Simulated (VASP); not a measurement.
Set up this calculation in VASP 6.6.1, as the native input.

```yaml
Task: single point
Functional: PBEsol
Potentials_or_basis: VASP PAW PBE potentials, release 64 (Rh_pv)
Cutoff: 520 eV
k_mesh: 18 × 18 × 12
Occupations: gaussian, width 0.15 eV
Spin: no spin polarisation
Dipole_correction: no
Further_INCAR_settings: ALGO = Fast; EDIFF = 1e-06; NBANDS = 22
```

The structure of Rh lies in POSCAR:

```
Rh
1.0
    2.7309790422      0.0341372380      0.0000000000
   -1.3359258058      2.3480286088      0.0000000000
    0.0000000000      0.0000000000      4.4284890000
Rh
2
Direct
    0.6666666667      0.3333333333      0.7500000000
    0.3333333333      0.6666666667      0.2500000000
```

This cell differs from its parent crystal: strain +0.0250 x Voigt [0, 0, 0, 0, 0, 1].

These files were run (other wordings do the same):

INCAR

```
ALGO = Fast
EDIFF = 1E-6
ENCUT = 520
GGA = PS
ISIF = 2
ISMEAR = 0
LASPH = True
LCHARG = False
LREAL = False
LWAVE = False
NBANDS = 22
NELM = 60
PREC = Accurate
SIGMA = 0.15
```

KPOINTS

```
k-points
0
Gamma
  18 18 12
```

Potentials or basis: VASP PAW PBE potentials, release 64 (Rh_pv).

The run is started by

```bash
$ cat potpaw_PBE.64/Rh_pv/POTCAR > POTCAR
$ mpirun -np 1 vasp_std > vasp.out
```

Results of the run:

| Property | Result |
| --- | --- |
| Pressure | -13.5 GPa |
| Largest force | 0.044 eV/Å |
| Band gap on the k mesh | zero (bands 15 and 16 overlap by 2.32 eV) |

Caveat: the cell differs from its parent crystal (strain +0.0250 x Voigt [0, 0, 0, 0, 0, 1]); the cell stands under tension; the PAW data sets were made with another functional, which shifts forces and pressure a little.

Wall time 8.5 min on 1 thread of Oxide Virtual Turin-like Processor, with other jobs on the host, peak memory 0.57 GiB.
